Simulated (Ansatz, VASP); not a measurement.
# One calculation of CdSe, two programs

```
Cd Se
1.0
     4.51342    0.00000    0.00000
    -2.25671    3.90874    0.00000
     0.00000    0.00000    7.01520
Cd Se
2 2
Direct
  0.66667 0.33333 0.00000
  0.33333 0.66667 0.50000
  0.66667 0.33333 0.37500
  0.33333 0.66667 0.87500
```

Change from the starting cell: strain +0.050 along x and y, +0.000 along z, atoms carried along.

Alike in both runs: task single point; functional r2SCAN; k mesh 6 × 6 × 4; occupations gaussian, width 0.05 eV; no spin polarisation.

|  | VASP | Ansatz |
| --- | --- | --- |
| version | VASP 6.6.1 | Ansatz 0.2.0 |
| potentials or method | VASP PAW PBE potentials, release 64 (Cd, Se), cutoff 520 eV | scalar-relativistic, plane waves, PAW |
| valence electrons in the cell | 36 | 72 |

VASP gave:

* gap on the k mesh at the Fermi level (eV): 0.93
* least direct gap on the mesh (eV): 0.93
* pressure (GPa): -2.7
* traceless stress, the component that is largest in VASP (GPa): 2.42
* rms of the force components (eV/Å): 0.174

Question: Which values does Ansatz return?

Answer: gap on the k mesh at the Fermi level (eV): 0.95; least direct gap on the mesh (eV): 0.95; pressure (GPa): -2.8; traceless stress, the component that is largest in VASP (GPa): 2.36; rms of the force components (eV/Å): 0.169.

VASP's potentials were made for PBE, not for r2SCAN. Atom by atom the forces differ by 0.005 eV/Å (rms over components). VASP's potentials hold 36 valence electrons a cell and Ansatz's 72, so a difference there can come from the potentials and not from the codes.
